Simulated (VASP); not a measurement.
# Sr (Im-3m) in VASP: notebook

Runs on Sr. Level: PBE. Tasks: single point.

Everything below comes from runs of VASP 6.6.1. Logs are shortened: lines on timing, memory, paths and dates and some standing lists are left out, and cuts for length are marked.

## (1) The cell of the first run

Symmetry: Im-3m, No. 229, cubic system. Conventional cell: a = 4.804 Å, b = 4.804 Å, c = 4.804 Å, α = 90.00°, β = 90.00°, γ = 90.00°. Sr (site symmetry m-3m) has 14 Sr at 4.16 to 4.80 Å within 5.5 Å.

## (2) Single point, PBE

INCAR

```
PREC     = Accurate       # precision mode
ENCUT    = 520            # plane-wave cutoff, eV
EDIFF    = 1E-7           # SCF threshold, eV
ISMEAR   = -1             # smearing method
SIGMA    = 0.05           # smearing width, eV
LREAL    = F              # projectors in reciprocal space
LASPH    = T              # aspherical terms in the spheres
NELM     = 80             # most SCF steps
ALGO     = Normal         # electronic algorithm
ISIF     = 2              # what is computed and relaxed
LWAVE    = F              # write WAVECAR
LCHARG   = F              # write CHGCAR
GGA      = PE             # functional
NBANDS   = 11             # bands
```

KPOINTS

```
Automatic mesh
0
Gamma
  10 10 10
```

POSCAR

```
Sr
1.0
   -2.4022136893      2.4022136893      2.4022136893
    2.4022136893     -2.4022136893      2.4022136893
    2.4022136893      2.4022136893     -2.4022136893
Sr
1
Direct
    0.0000000000      0.0000000000      0.0000000000
```

Potentials or basis: VASP PAW PBE potentials, release 64 (Sr_sv).

On the command line:

```console
$ cat potpaw_PBE.64/Sr_sv/POTCAR > POTCAR
$ mpirun -np 1 vasp_std > vasp.out
```

OUTCAR:

```text
PREC = Accurate
   ENCUT = 520
   EDIFF = 1E-7
   ISMEAR = -1
   LREAL = F
   LASPH = T
   NELM = 80
   ISIF = 2
   GGA = PE

 ion  position               nearest neighbor table
   1  0.000  0.000  0.000-

  LATTYP: Found a body centered cubic cell.
 ALAT       =     4.8044273786

  Lattice vectors:

 A1 = (  -2.4022136893,   2.4022136893,   2.4022136893)
 A2 = (   2.4022136893,  -2.4022136893,   2.4022136893)
 A3 = (   2.4022136893,   2.4022136893,  -2.4022136893)

Analysis of symmetry for initial positions (statically):
=====================================================================
 Subroutine PRICEL returns:
 Original cell was already a primitive cell.

 Routine SETGRP: Setting up the symmetry group for a
 body centered cubic supercell.

 Subroutine GETGRP returns: Found 48 space group operations
 (whereof 48 operations were pure point group operations)
 out of a pool of 48 trial point group operations.

The static configuration has the point symmetry O_h .

Analysis of symmetry for dynamics (positions and initial velocities):
=====================================================================
 Subroutine PRICEL returns:
 Original cell was already a primitive cell.

 Routine SETGRP: Setting up the symmetry group for a
 body centered cubic supercell.

 Subroutine GETGRP returns: Found 48 space group operations
 (whereof 48 operations were pure point group operations)
 out of a pool of 48 trial point group operations.

The dynamic configuration has the point symmetry O_h .

 Subroutine INISYM returns: Found 48 space group operations
 (whereof 48 operations are pure point group operations),
 and found     1 'primitive' translations

----------------------------------------------------------------------------------------

                                     Primitive cell

  volume of cell :      55.4492

  direct lattice vectors                    reciprocal lattice vectors
    -2.402213689  2.402213689  2.402213689     0.000000000  0.208141350  0.208141350
     2.402213689 -2.402213689  2.402213689     0.208141350  0.000000000  0.208141350
     2.402213689  2.402213689 -2.402213689     0.208141350  0.208141350  0.000000000

  length of vectors
     4.160756161  4.160756161  4.160756161     0.294356320  0.294356320  0.294356320

  position of ions in fractional coordinates (direct lattice)
     0.000000000  0.000000000  0.000000000

  ion indices of the primitive-cell ions
   primitive index   ion index
                 1           1

----------------------------------------------------------------------------------------

 KPOINTS: Automatic mesh

Automatic generation of k-mesh.
 Grid dimensions read from file:
 generate k-points for:   10   10   10

 Generating k-lattice:

  Cartesian coordinates                     Fractional coordinates (reciprocal lattice)
     0.000000000  0.020814135  0.020814135     0.100000000  0.000000000  0.000000000
     0.020814135  0.000000000  0.020814135     0.000000000  0.100000000  0.000000000
     0.020814135  0.020814135  0.000000000     0.000000000  0.000000000  0.100000000

  Length of vectors
     0.029435632  0.029435632  0.029435632

  Shift w.r.t. Gamma in fractional coordinates (k-lattice)
     0.000000000  0.000000000  0.000000000

 Subroutine IBZKPT returns following result:
 ===========================================

 Found     47 irreducible k-points:

 Following reciprocal coordinates:
            Coordinates               Weight
  0.000000  0.000000  0.000000      1.000000
  0.100000  0.000000  0.000000     12.000000
  0.200000  0.000000  0.000000     12.000000
  0.300000  0.000000  0.000000     12.000000
  0.400000  0.000000  0.000000     12.000000
  0.500000  0.000000  0.000000      6.000000
[... 16 lines left out ...]
  0.300000  0.300000  0.100000      8.000000
 -0.300000  0.300000  0.100000     24.000000
 [... further k-points ...]
   k-points           NKPTS =     47   k-points in BZ     NKDIM =     47   number of bands    NBANDS=     11
   number of dos      NEDOS =    301   number of ions     NIONS =      1
   total plane-waves  NPLWV =  32768
   dimension x,y,z NGX =    32 NGY =   32 NGZ =   32
   dimension x,y,z NGXF=    64 NGYF=   64 NGZF=   64
   ions per type =               1
   NGX,Y,Z   is equivalent  to a cutoff of  12.79, 12.79, 12.79 a.u.
   NGXF,Y,Z  is equivalent  to a cutoff of  25.57, 25.57, 25.57 a.u.
 SYSTEM =  unknown system
   PREC   = accura    normal or accurate (medium, high low for compatibility)
   ISTART =      0    job   : 0-new  1-cont  2-samecut
   ICHARG =      2    charge: 1-file 2-atom 10-const
   ISPIN  =      1    spin polarized calculation?
   LNONCOLLINEAR =      F non collinear calculations
   LSORBIT =      F    spin-orbit coupling
   LASPH  =      T    aspherical Exc in radial PAW
   ENCUT  =  520.0 eV  38.22 Ry    6.18 a.u.   7.74  7.74  7.74*2*pi/ulx,y,z
   NELM   =     80;   NELMIN=  2; NELMDL= -5     # of ELM steps
   EDIFF  = 0.1E-06   stopping-criterion for ELM
   LREAL  =      F    real-space projection
   EDIFFG = 0.1E-05   stopping-criterion for IOM
   NSW    =      0    number of steps for IOM
   IBRION =     -1    ionic relax: 0-MD 1-quasi-New 2-CG
   NFREE  =      0    steps in history (QN), initial steepest desc. (CG)
   ISIF   =      2    stress and relaxation
   ISYM   =      2    0-nonsym 1-usesym 2-fastsym
   POTIM  = 0.5000    time-step for ionic-motion
   TEBEG  =    0.0;   TEEND  =   0.0 temperature during run
   PSTRESS=    0.0 pullay stress
   NELECT =      10.0000    total number of electrons
   NUPDOWN=      -1.0000    fix difference up-down
   EMIN   =  10.00;   EMAX   =-10.00  energy-range for DOS
   EFERMI =   0.00;   METHOD = LEGACY
   ISMEAR =    -1;   SIGMA  =   0.05  broadening in eV -4-tet -1-fermi 0-gaus
   EFERMI_NEDOS =   21; number of points for ismear=-14 and -15
   IALGO  =     38    algorithm
   IMIX   =      4    mixing-type and parameters
     AMIX     =   0.40;   BMIX     =  1.00
     AMIX_MAG =   1.60;   BMIX_MAG =  1.00
  volume/ion in A,a.u.               =      55.45       374.19
  Fermi-wavevector in a.u.,A,eV,Ry     =   0.924932  1.747868 11.639776  0.855499
  Thomas-Fermi vector in A             =   2.050732
   LORBIT       =      0    0 simple, 1 ext, 2 COOP (PROOUT), +10 PAW based schemes
   GGA     = PE    functional components
[... 5 lines left out ...]
 non-spin polarized calculation
  energy-cutoff  :      520.00
  volume of cell :       55.45
 maximum number of plane-waves:      1508
   NGX = 15   NGY = 15   NGZ = 15

 number of electron      10.0000000 magnetization

 Free energy of the ion-electron system (eV)
  ---------------------------------------------------
  ext. energy  EPLUGINS =         0.00000000
  ---------------------------------------------------
  free energy    TOTEN  =        -1.63643582 eV

  energy without entropy =       -1.62675473  energy(sigma->0) =       -1.63159528

 E-fermi :   1.5741     XC(G=0):  -7.3231

 val. band max:        1.5318280052   @ k =   0.5000   0.5000   0.3000
 cond. band min:       1.6294522609   @ k =   0.5000   0.5000   0.2000
 fundamental gap:      0.0976242557
 Fermi energy:         1.5741020500

 k-point     1 :       0.0000    0.0000    0.0000
  band No.  band energies     occupation
      1     -35.0742      2.00000
      2     -16.9617      2.00000
      3     -16.9617      2.00000
      4     -16.9617      2.00000
      5      -2.0702      2.00000
      6       3.9234      0.00000
      7       3.9234      0.00000
      8       3.9234      0.00000
      9       5.2330      0.00000
     10       5.2330      0.00000
     11       9.6013      0.00000

 k-point     2 :       0.1000    0.0000    0.0000
  band No.  band energies     occupation
      1     -35.0728      2.00000
      2     -16.9806      2.00000
      3     -16.9679      2.00000
      4     -16.9617      2.00000
      5      -1.9018      2.00000
      6       3.7760      0.00000
      7       3.8089      0.00000
      8       4.0863      0.00000
      9       5.0344      0.00000
     10       5.2255      0.00000
     11       9.7642      0.00000

 k-point     3 :       0.2000    0.0000    0.0000
  band No.  band energies     occupation
      1     -35.0691      2.00000
      2     -17.0295      2.00000
      3     -16.9840      2.00000
      4     -16.9617      2.00000
      5      -1.4195      2.00000
      6       3.3305      0.00000
      7       3.4419      0.00000
      8       4.5651      0.00000
      9       4.9346      0.00000
     10       5.2462      0.00000
     11       9.7315      0.00000

 k-point     4 :       0.3000    0.0000    0.0000
  band No.  band energies     occupation
      1     -35.0646      2.00000
      2     -17.0887      2.00000
      3     -17.0039      2.00000
      4     -16.9617      2.00000
      5      -0.6981      2.00000
      6       2.6727      0.00000
      7       3.0993      0.00000
      8       5.0644      0.00000
      9       5.3259      0.00000
     10       5.3640      0.00000
     11       8.7135      0.00000

 k-point     5 :       0.4000    0.0000    0.0000
  band No.  band energies     occupation
      1     -35.0609      2.00000
      2     -17.1358      2.00000
      3     -17.0198      2.00000
      4     -16.9617      2.00000
      5       0.1030      2.00000
      6       2.0901      0.00007
      7       2.8604      0.00000
      8       5.1099      0.00000
      9       5.5785      0.00000
     10       6.2743      0.00000
     11       7.7393      0.00000
[... 211 lines left out ...]
 k-point    21 :       0.3000    0.2000    0.1000
  band No.  band energies     occupation
      1     -35.0590      2.00000
      2     -17.1135      2.00000
      3     -17.0472      2.00000
      4     -16.9956      2.00000
      5       1.1263      1.99974
      6       1.8848      0.00399
      7       2.2600      0.00000
      8       5.2835      0.00000
      9       5.6654      0.00000
     10       5.8787      0.00000
     11       7.3976      0.00000

 k-point    22 :      -0.2000    0.2000    0.1000
  band No.  band energies     occupation
      1     -35.0678      2.00000
      2     -17.0294      2.00000
      3     -16.9906      2.00000
      4     -16.9769      2.00000
      5      -1.2618      2.00000
      6       3.3814      0.00000
      7       3.5344      0.00000
      8       4.2921      0.00000
      9       4.5242      0.00000
     10       5.6052      0.00000
     11       9.4283      0.00000

 k-point    23 :       0.3000    0.3000    0.1000
  band No.  band energies     occupation
      1     -35.0585      2.00000
      2     -17.0823      2.00000
      3     -17.0823      2.00000
      4     -17.0016      2.00000
      5       1.7968      0.02298
      6       1.8161      0.01568
      7       1.8161      0.01568
      8       5.0912      0.00000
      9       5.6691      0.00000
     10       5.6691      0.00000
     11       7.9269      0.00000

 k-point    24 :      -0.3000    0.3000    0.1000
  band No.  band energies     occupation
      1     -35.0634      2.00000
      2     -17.0861      2.00000
      3     -17.0107      2.00000
      4     -16.9762      2.00000
      5      -0.5510      2.00000
      6       2.6869      0.00000
      7       3.2220      0.00000
      8       4.4533      0.00000
      9       5.2744      0.00000
     10       5.6410      0.00000
     11       8.3280      0.00000

 [... further k-points ...]
[... 5 lines left out ...]
  --------------------------------------------------------------------------------------
  -------------------------------------------------------------------------------------
  Total       -0.1086766     -0.1086766     -0.1086766     -0.0000000      0.0000000     -0.0000000
  in kB       -3.1401588     -3.1401588     -3.1401588     -0.0000000      0.0000000     -0.0000000
  external PRESSURE =      -3.1401588 kB  Pullay stress =       0.0000000 kB

 VOLUME and BASIS-vectors are now :
 -----------------------------------------------------------------------------
  energy-cutoff  :      520.00
  volume of cell :       55.45
      direct lattice vectors                 reciprocal lattice vectors
    -2.402213689  2.402213689  2.402213689     0.000000000  0.208141350  0.208141350
     2.402213689 -2.402213689  2.402213689     0.208141350  0.000000000  0.208141350
     2.402213689  2.402213689 -2.402213689     0.208141350  0.208141350  0.000000000

 POSITION                                       TOTAL-FORCE (eV/Angst)
 -----------------------------------------------------------------------------------
      0.00000      0.00000      0.00000        -0.000000     -0.000000     -0.000000
 -----------------------------------------------------------------------------------
    total drift:                                0.000000     -0.000000     -0.000000

  FREE ENERGIE OF THE ION-ELECTRON SYSTEM (eV)
  ---------------------------------------------------
  free  energy   TOTEN  =        -1.6364358226 eV

  energy  without entropy=       -1.6267547314  energy(sigma->0) =       -1.63159528
```

Wall time 34 s (1 thread of AMD EPYC, shared host); peak memory 0.15 GiB.

Results:

| Item | Value |
| --- | --- |
| Free energy | -1.6364 eV |
| Pressure | -0.3 GPa |
| Band gap on the k mesh | zero (band 5 reaches 1.80 eV, above the bottom of band 6 at 1.43 eV) |

(Continued in part 2 of 2.)
